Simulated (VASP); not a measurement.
Write the native input for VASP 6.6.1 that does the following.

- Task: single point
- Functional: PBE
- Potentials or basis: VASP PAW PBE potentials, release 64 (Na_pv, F)
- Cutoff: 600 eV
- k mesh: 6 × 6 × 6
- Occupations: gaussian, width 0.01 eV
- Spin: no spin polarisation
- Dipole correction: no
- Further INCAR settings: ALGO = Normal; EDIFF = 1e-06; NBANDS = 14

The structure of NaF lies in POSCAR:

```
NaF
1.0
    0.0000000000      2.2179640253      2.2179640253
    2.2179640253      0.0000000000      2.2179640253
    2.2179640253      2.2179640253      0.0000000000
Na F
1 1
Direct
    0.0000000000      0.0000000000      0.0000000000
    0.5000000000      0.5000000000      0.5000000000
```

This cell differs from its parent crystal: volume changed by -10%.

The input as run:

INCAR

```
SYSTEM = NaF
PREC = Accurate ; ENCUT = 600
EDIFF = 1E-6 ; ISMEAR = 0
SIGMA = 0.01 ; LREAL = .False.
LASPH = .True. ; NELM = 120
ALGO = Normal ; ISIF = 2
LWAVE = .False. ; LCHARG = .True.
GGA = PE ; LELF = .True.
LVHAR = .True. ; NBANDS = 14
GGA_COMPAT = .False.
```

KPOINTS

```
Automatic mesh
0
Gamma
  6 6 6
  0 0 0
```

Potentials or basis: VASP PAW PBE potentials, release 64 (Na_pv, F).

Command:

```bash
$ cat potpaw_PBE.64/Na_pv/POTCAR potpaw_PBE.64/F/POTCAR > POTCAR
$ mpirun -np 1 vasp_std > vasp.out
```

Results of the run:

- Pressure: 11.5 GPa
- Band gap on the k mesh: 7.07 eV, direct

Run time: 14 s on 1 thread of Intel Xeon 8259CL (shared host), peak memory 0.15 GiB.
